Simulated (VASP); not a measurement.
# Hf (Fm-3m) in VASP: further runs

Hf is run at these levels: PBE; tasks: single point.

Program: VASP 6.6.1. These are calculated values, not measurements. Logs are shortened: lines on timing, memory, paths and dates and some standing lists are left out, and cuts for length are marked.

**1. The cell of the first run**

Symmetry: Fm-3m, No. 225, cubic system. Conventional cell: a = 4.488 Å, b = 4.488 Å, c = 4.488 Å, α = 90.00°, β = 90.00°, γ = 90.00°. Hf (site symmetry m-3m) has 12 Hf at 3.17 Å within 4.2 Å.

**2. Single point, PBE**

INCAR reads:

```
PREC = Accurate ; ENCUT = 500
EDIFF = 1E-6 ; ISMEAR = -1
SIGMA = 0.1 ; LREAL = False
LASPH = True ; NELM = 120
ALGO = Normal ; ISIF = 2
LWAVE = False ; LCHARG = False
GGA = PE ; NBANDS = 11
GGA_COMPAT = False
```

KPOINTS reads:

```
regular mesh
0
Gamma
  7 7 7
```

POSCAR reads:

```
Hf
1.0
    0.0000000000      2.2441000624      2.2441000624
    2.2441000624      0.0000000000      2.2441000624
    2.2441000624      2.2441000624      0.0000000000
Hf
1
Direct
    0.0000000000      0.0000000000      0.0000000000
```

Potentials or basis: VASP PAW PBE potentials, release 64 (Hf_pv).

Launch:

```console
> cat potpaw_PBE.64/Hf_pv/POTCAR > POTCAR
> mpirun -np 1 vasp_std > vasp.out
```

OUTCAR:

```text
PREC = Accurate
   ENCUT = 500
   EDIFF = 1E-6
   ISMEAR = -1
   LREAL = False
   LASPH = True
   NELM = 120
   ISIF = 2
   GGA = PE

 ion  position               nearest neighbor table
   1  0.000  0.000  0.000-

  LATTYP: Found a face centered cubic cell.
 ALAT       =     4.4882001248

  Lattice vectors:

 A1 = (   0.0000000000,   2.2441000624,   2.2441000624)
 A2 = (   2.2441000624,   0.0000000000,   2.2441000624)
 A3 = (   2.2441000624,   2.2441000624,   0.0000000000)

Analysis of symmetry for initial positions (statically):
=====================================================================
 Subroutine PRICEL returns:
 Original cell was already a primitive cell.

 Routine SETGRP: Setting up the symmetry group for a
 face centered cubic supercell.

 Subroutine GETGRP returns: Found 48 space group operations
 (whereof 48 operations were pure point group operations)
 out of a pool of 48 trial point group operations.

The static configuration has the point symmetry O_h .

Analysis of symmetry for dynamics (positions and initial velocities):
=====================================================================
 Subroutine PRICEL returns:
 Original cell was already a primitive cell.

 Routine SETGRP: Setting up the symmetry group for a
 face centered cubic supercell.

 Subroutine GETGRP returns: Found 48 space group operations
 (whereof 48 operations were pure point group operations)
 out of a pool of 48 trial point group operations.

The dynamic configuration has the point symmetry O_h .

 Subroutine INISYM returns: Found 48 space group operations
 (whereof 48 operations are pure point group operations),
 and found     1 'primitive' translations

----------------------------------------------------------------------------------------

                                     Primitive cell

  volume of cell :      22.6025

  direct lattice vectors                    reciprocal lattice vectors
     0.000000000  2.244100062  2.244100062    -0.222806464  0.222806464  0.222806464
     2.244100062  0.000000000  2.244100062     0.222806464 -0.222806464  0.222806464
     2.244100062  2.244100062  0.000000000     0.222806464  0.222806464 -0.222806464

  length of vectors
     3.173636744  3.173636744  3.173636744     0.385912116  0.385912116  0.385912116

  position of ions in fractional coordinates (direct lattice)
     0.000000000  0.000000000  0.000000000

  ion indices of the primitive-cell ions
   primitive index   ion index
                 1           1

----------------------------------------------------------------------------------------

 KPOINTS: regular mesh

Automatic generation of k-mesh.
 Grid dimensions read from file:
 generate k-points for:    7    7    7

 Generating k-lattice:

  Cartesian coordinates                     Fractional coordinates (reciprocal lattice)
    -0.031829495  0.031829495  0.031829495     0.142857143  0.000000000  0.000000000
     0.031829495 -0.031829495  0.031829495     0.000000000  0.142857143  0.000000000
     0.031829495  0.031829495 -0.031829495     0.000000000  0.000000000  0.142857143

  Length of vectors
     0.055130302  0.055130302  0.055130302

  Shift w.r.t. Gamma in fractional coordinates (k-lattice)
     0.000000000  0.000000000  0.000000000

 Subroutine IBZKPT returns following result:
 ===========================================

 Found     20 irreducible k-points:

 Following reciprocal coordinates:
            Coordinates               Weight
  0.000000  0.000000  0.000000      1.000000
  0.142857  0.000000  0.000000      8.000000
  0.285714  0.000000  0.000000      8.000000
  0.428571  0.000000  0.000000      8.000000
  0.142857  0.142857  0.000000      6.000000
  0.285714  0.142857  0.000000     24.000000
[... 12 lines left out ...]
 -0.428571  0.428571  0.142857     24.000000
 -0.285714  0.428571  0.142857     24.000000
   k-points           NKPTS =     20   k-points in BZ     NKDIM =     20   number of bands    NBANDS=     11
   number of dos      NEDOS =    301   number of ions     NIONS =      1
   total plane-waves  NPLWV =  13824
   dimension x,y,z NGX =    24 NGY =   24 NGZ =   24
   dimension x,y,z NGXF=    48 NGYF=   48 NGZF=   48
   ions per type =               1
   NGX,Y,Z   is equivalent  to a cutoff of  12.57, 12.57, 12.57 a.u.
   NGXF,Y,Z  is equivalent  to a cutoff of  25.14, 25.14, 25.14 a.u.
 SYSTEM =  unknown system
   PREC   = accura    normal or accurate (medium, high low for compatibility)
   ISTART =      0    job   : 0-new  1-cont  2-samecut
   ICHARG =      2    charge: 1-file 2-atom 10-const
   ISPIN  =      1    spin polarized calculation?
   LNONCOLLINEAR =      F non collinear calculations
   LSORBIT =      F    spin-orbit coupling
   LASPH  =      T    aspherical Exc in radial PAW
   ENCUT  =  500.0 eV  36.75 Ry    6.06 a.u.   5.79  5.79  5.79*2*pi/ulx,y,z
   NELM   =    120;   NELMIN=  2; NELMDL= -5     # of ELM steps
   EDIFF  = 0.1E-05   stopping-criterion for ELM
   LREAL  =      F    real-space projection
   EDIFFG = 0.1E-04   stopping-criterion for IOM
   NSW    =      0    number of steps for IOM
   IBRION =     -1    ionic relax: 0-MD 1-quasi-New 2-CG
   NFREE  =      0    steps in history (QN), initial steepest desc. (CG)
   ISIF   =      2    stress and relaxation
   ISYM   =      2    0-nonsym 1-usesym 2-fastsym
   POTIM  = 0.5000    time-step for ionic-motion
   TEBEG  =    0.0;   TEEND  =   0.0 temperature during run
   PSTRESS=    0.0 pullay stress
   NELECT =      10.0000    total number of electrons
   NUPDOWN=      -1.0000    fix difference up-down
   EMIN   =  10.00;   EMAX   =-10.00  energy-range for DOS
   EFERMI =   0.00;   METHOD = LEGACY
   ISMEAR =    -1;   SIGMA  =   0.10  broadening in eV -4-tet -1-fermi 0-gaus
   EFERMI_NEDOS =   21; number of points for ismear=-14 and -15
   IALGO  =     38    algorithm
   IMIX   =      4    mixing-type and parameters
     AMIX     =   0.40;   BMIX     =  1.00
     AMIX_MAG =   1.60;   BMIX_MAG =  1.00
  volume/ion in A,a.u.               =      22.60       152.53
  Fermi-wavevector in a.u.,A,eV,Ry     =   1.247448  2.357336 21.172403  1.556128
  Thomas-Fermi vector in A             =   2.381580
   LORBIT       =      0    0 simple, 1 ext, 2 COOP (PROOUT), +10 PAW based schemes
   GGA     = PE    functional components
   LHFCALC =     F    Hartree Fock is set to
   AEXX    =    0.0000 exact exchange contribution
   IVDW    =     0    specifies the selected vdW correction
   LEPSILON=     F    determine dielectric tensor
   LRPA    =     F    only Hartree local field effects (RPA)
 non-spin polarized calculation
  energy-cutoff  :      500.00
  volume of cell :       22.60
 maximum number of plane-waves:       583
   NGX = 11   NGY = 11   NGZ = 11

 number of electron      10.0000000 magnetization

 number of electron       9.9999999 magnetization

 Free energy of the ion-electron system (eV)
  ---------------------------------------------------
  ext. energy  EPLUGINS =         0.00000000
  ---------------------------------------------------
  free energy    TOTEN  =        -9.87264633 eV

  energy without entropy =       -9.81935035  energy(sigma->0) =       -9.84599834

 E-fermi :   4.6565     XC(G=0): -11.2395

 val. band max:        4.4635003135   @ k =  -0.2857   0.2857   0.0000
 cond. band min:       4.6594175074   @ k =  -0.4286   0.2857   0.1429
 fundamental gap:      0.1959171939
 Fermi energy:         4.6565293017

 k-point     1 :       0.0000    0.0000    0.0000
  band No.  band energies     occupation
      1     -25.3834      2.00000
      2     -25.3834      2.00000
      3     -25.3834      2.00000
      4      -2.5059      2.00000
      5       6.0673      0.00000
      6       6.0673      0.00000
      7       6.0673      0.00000
      8       8.8216      0.00000
      9       8.8216      0.00000
     10      15.9472      0.00000
     11      17.7019      0.00000

 k-point     2 :       0.1429    0.0000    0.0000
  band No.  band energies     occupation
      1     -25.5388      2.00000
      2     -25.4033      2.00000
      3     -25.4033      2.00000
      4      -1.8255      2.00000
      5       5.4540      0.00069
      6       6.3455      0.00000
      7       6.3455      0.00000
      8       8.5651      0.00000
      9       8.5651      0.00000
     10      17.1744      0.00000
     11      17.6973      0.00000

 k-point     3 :       0.2857    0.0000    0.0000
  band No.  band energies     occupation
      1     -25.8739      2.00000
      2     -25.4477      2.00000
      3     -25.4477      2.00000
      4      -0.2117      2.00000
      5       4.6775      0.89554
      6       6.3301      0.00000
      7       6.3301      0.00000
      8       9.1121      0.00000
      9       9.1121      0.00000
     10      15.4914      0.00000
     11      17.7000      0.00000

 k-point     4 :       0.4286    0.0000    0.0000
  band No.  band energies     occupation
      1     -26.1299      2.00000
      2     -25.4830      2.00000
      3     -25.4830      2.00000
      4       0.9435      2.00000
      5       5.0122      0.05550
      6       5.9180      0.00001
      7       5.9180      0.00001
      8      10.5958      0.00000
      9      10.5958      0.00000
     10      14.1606      0.00000
     11      16.0947      0.00000

 k-point     5 :       0.1429    0.1429    0.0000
  band No.  band energies     occupation
      1     -25.5347      2.00000
      2     -25.4374      2.00000
      3     -25.4374      2.00000
      4      -1.5978      2.00000
      5       5.1232      0.01864
      6       6.6154      0.00000
      7       6.6154      0.00000
      8       7.6014      0.00000
      9       9.1538      0.00000
     10      17.6995      0.00000
     11      17.8948      0.00000
[... 155 lines left out ...]
 k-point    17 :       0.4286    0.2857    0.1429
  band No.  band energies     occupation
      1     -25.9179      2.00000
      2     -25.6322      2.00000
      3     -25.5141      2.00000
      4       1.1735      2.00000
      5       3.9081      1.99888
      6       5.0771      0.02939
      7       7.7899      0.00000
      8       8.3638      0.00000
      9      11.1117      0.00000
     10      16.4299      0.00000
     11      17.7161      0.00000

 k-point    18 :      -0.4286    0.2857    0.1429
  band No.  band energies     occupation
      1     -26.0166      2.00000
      2     -25.7287      2.00000
      3     -25.5640      2.00000
      4       2.5259      2.00000
      5       3.7542      1.99976
      6       4.6594      0.98556
      7       7.3854      0.00000
      8       9.9828      0.00000
      9      12.0789      0.00000
     10      13.8814      0.00000
     11      17.7050      0.00000

 k-point    19 :      -0.4286    0.4286    0.1429
  band No.  band energies     occupation
      1     -26.0242      2.00000
      2     -25.7380      2.00000
      3     -25.6485      2.00000
      4       2.2262      2.00000
      5       3.2498      2.00000
      6       5.2967      0.00331
      7       8.6816      0.00000
      8      10.7500      0.00000
      9      12.3365      0.00000
     10      14.1225      0.00000
     11      15.4838      0.00000

 k-point    20 :      -0.2857    0.4286    0.1429
  band No.  band energies     occupation
      1     -25.9271      2.00000
      2     -25.8802      2.00000
      3     -25.6359      2.00000
      4       2.9602      2.00000
      5       3.6357      1.99993
      6       4.7236      0.67657
      7       7.5336      0.00000
      8      10.8455      0.00000
      9      12.1544      0.00000
     10      14.6156      0.00000
     11      15.5713      0.00000

------------------------ aborting loop because EDIFF is reached ----------------------------------------

  FORCE on cell =-STRESS in cart. coord.  units (eV):
  Direction    XX          YY          ZZ          XY          YZ          ZX
  --------------------------------------------------------------------------------------
  -------------------------------------------------------------------------------------
  Total       -0.0625974     -0.0625974     -0.0625974      0.0000000      0.0000000     -0.0000000
  in kB       -4.4372099     -4.4372099     -4.4372099      0.0000000      0.0000000     -0.0000000
  external PRESSURE =      -4.4372099 kB  Pullay stress =       0.0000000 kB

 VOLUME and BASIS-vectors are now :
 -----------------------------------------------------------------------------
  energy-cutoff  :      500.00
  volume of cell :       22.60
      direct lattice vectors                 reciprocal lattice vectors
     0.000000000  2.244100062  2.244100062    -0.222806464  0.222806464  0.222806464
     2.244100062  0.000000000  2.244100062     0.222806464 -0.222806464  0.222806464
     2.244100062  2.244100062  0.000000000     0.222806464  0.222806464 -0.222806464

 POSITION                                       TOTAL-FORCE (eV/Angst)
 -----------------------------------------------------------------------------------
      0.00000      0.00000      0.00000        -0.000000      0.000000      0.000000
 -----------------------------------------------------------------------------------
    total drift:                                0.000000     -0.000000     -0.000000

  FREE ENERGIE OF THE ION-ELECTRON SYSTEM (eV)
  ---------------------------------------------------
  free  energy   TOTEN  =        -9.8726463283 eV

  energy  without entropy=       -9.8193503493  energy(sigma->0) =       -9.84599834
```

Wall time 14 s (1 thread of Intel Xeon 8259CL, shared host); peak memory 0.13 GiB.

Results:

* Free energy: -9.8726 eV
* Pressure: -0.4 GPa
* Band gap on the k mesh: zero (band 5 reaches 6.07 eV, above the bottom of band 6 at 4.46 eV)

Caveat: spin-orbit coupling is left out, which moves the levels of the heavy elements.

**3. Single point, PBE**

INCAR reads:

```
PREC = Accurate ; ENCUT = 500
EDIFF = 1E-6 ; ISMEAR = -5
SIGMA = 0.1 ; LREAL = F
LASPH = T ; NELM = 120
ALGO = Normal ; ISIF = 2
LWAVE = F ; LCHARG = F
GGA = PE ; NBANDS = 11
GGA_COMPAT = F
```

KPOINTS is that of step 2.

POSCAR reads:

```
Hf
1.0
    0.0000000000      2.2426589092      2.2426589092
    2.2426589092      0.0000000000      2.2426589092
    2.2426589092      2.2426589092      0.0000000000
Hf
1
Direct
    0.0000000000      0.0000000000      0.0000000000
```

Potentials or basis: VASP PAW PBE potentials, release 64 (Hf_pv).

Launch:

```console
> cat potpaw_PBE.64/Hf_pv/POTCAR > POTCAR
> mpirun -np 1 vasp_std > vasp.out
```

Run time: 15 s. Hardware: 1 thread of Intel Xeon 8259CL, shared host; peak memory 0.13 GiB.

It converged, with:

```yaml
Free_energy: -9.8565 eV
Pressure: -0.5 GPa
Band_gap_on_the_k_mesh: zero (band 5 reaches 6.07 eV, above the bottom of band 6 at 4.47 eV)
```

Levels at points of the mesh, in eV from the Fermi level:
```
           k point  band 3  band 4  band 5  band 6  band 7  band 8
(0.00, 0.00, 0.00)  -30.12   -7.24    1.33    1.33    1.33    4.09
```

Caveat: spin-orbit coupling is left out, which moves the levels of the heavy elements; tetrahedron occupations give inexact forces and stress in metals.
